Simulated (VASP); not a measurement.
Runs of VASP 6.6.1 on Ba4N. The structure is that of space group Pm-3m (No. 221), or close to it. The cells are those of the table. The cell was generated, and may not be a known phase.

| task | cell | k mesh | cutoff (eV) | gap on the mesh (eV) | pressure (GPa) | relaxed volume (Å³/atom) |
| --- | --- | --- | --- | --- | --- | --- |
| single point | a = 5.499 Å, 5 atoms | 4 × 4 × 4 | 520 | none | (a) | - |
| single point | a = 5.901 Å, 5 atoms | 4 × 4 × 4 | 520 | none | 0.5 | - |
| relaxation of cell and atoms | relaxed from a = 5.901 Å, 5 atoms | 6 × 6 × 6 | 600 | none | 0.0 | 42.31 |
| relaxation of cell and atoms | relaxed from a = 5.499 Å, 5 atoms | 4 × 4 × 4 | 600 | none | -0.1 | 42.40 |
| single point | a = 5.914 Å, 5 atoms | 6 × 6 × 6 | 520 | none | 0.5 | - |

Alike in all rows: level PBE; potentials or basis VASP PAW PBE potentials, release 64 (Ba_sv, N); no spin polarisation; smearing gaussian 0.1 eV.

**Question.** Fill in the values left out.

**Answer.** (a) 7.0.

Caveats: spin-orbit coupling is left out, which moves the levels of the heavy elements; the cell stands under pressure (at least some runs); the volume moved by over 15 % at a fixed basis, so the end points are rough (at least some runs).

A k mesh can miss the band edges, and the runs leave out spin-orbit coupling on Ba.

A gap of «none» marks levels without a gap at the run's occupations.
